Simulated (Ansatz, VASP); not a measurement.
# WC: VASP beside Ansatz

INCAR

```
PREC = Accurate
ENCUT = 520
EDIFF = 1E-6
ISMEAR = -1
SIGMA = 0.05
LREAL = F
LASPH = T
NELM = 100
ALGO = Normal
ISIF = 2
LWAVE = F
LCHARG = F
GGA = RE
NBANDS = 16
```

Contents of KPOINTS:

```
regular mesh
0
Gamma
  10 10 10
```

Contents of POSCAR:

```
WC
1.0
    0.0000000000      2.1926840000      2.1926840000
    2.1926840000      0.0000000000      2.1926840000
    2.1926840000      2.1926840000      0.0000000000
W C
1 1
Direct
    0.0000000000      0.0000000000      0.0000000000
    0.5000000000      0.5000000000      0.5000000000
```

The input input.yaml:

```yaml
crystal:
  lattice:
    - [0.0, 2.192684, 2.192684]
    - [2.192684, 0.0, 2.192684]
    - [2.192684, 2.192684, 0.0]
  atoms:
    - { symbol: W, position: [0.0, 0.0, 0.0] }
    - { symbol: C, position: [0.5, 0.5, 0.5] }
hamiltonian:
  xc: revpbe
  pseudopotentials: { kind: paw }
kpoints:
  mp_grid: { grid: [10, 10, 10] }
  band_path:
    path:
      - [[0.0, 0.0, 0.0], [0.5, 0.0, 0.5], [0.5, 0.25, 0.75], [0.375, 0.375, 0.75], [0.0, 0.0, 0.0], [0.5, 0.5, 0.5], [0.625, 0.25, 0.625], [0.5, 0.25, 0.75], [0.5, 0.5, 0.5], [0.375, 0.375, 0.75]]
      - [[0.625, 0.25, 0.625], [0.5, 0.0, 0.5]]
    npoints: 14
scf:
  occupations: { method: fermi_dirac, width: 0.05 }
  n_extra_bands: 6
output:
  forces: true
  stress: true
  eigenvalues: true
  fatbands: false
```

Alike in both runs: functional revPBE; k mesh 10 × 10 × 10; occupations fermi-dirac, width 0.05 eV; no spin polarisation.

```csv
,VASP,Ansatz
version,VASP 6.6.1,Ansatz 0.2.0
potentials or method,"VASP PAW PBE potentials, release 64 (W_sv, C)",Ansatz PAW
plane-wave cutoff (eV),520,420
valence electrons in the cell,18,18
task,single point,band structure
```

|  | VASP | Ansatz | Ansatz less VASP |
| --- | --- | --- | --- |
| gap on the k mesh at the Fermi level (eV) | none | none | - |
| pressure (GPa) | 2.5 | 1.6 | -0.83 |

VASP's potentials were made for PBE, not for revPBE. A gap of «none» marks a metal or a gap that the smearing closes.

Spin-orbit coupling is off throughout.
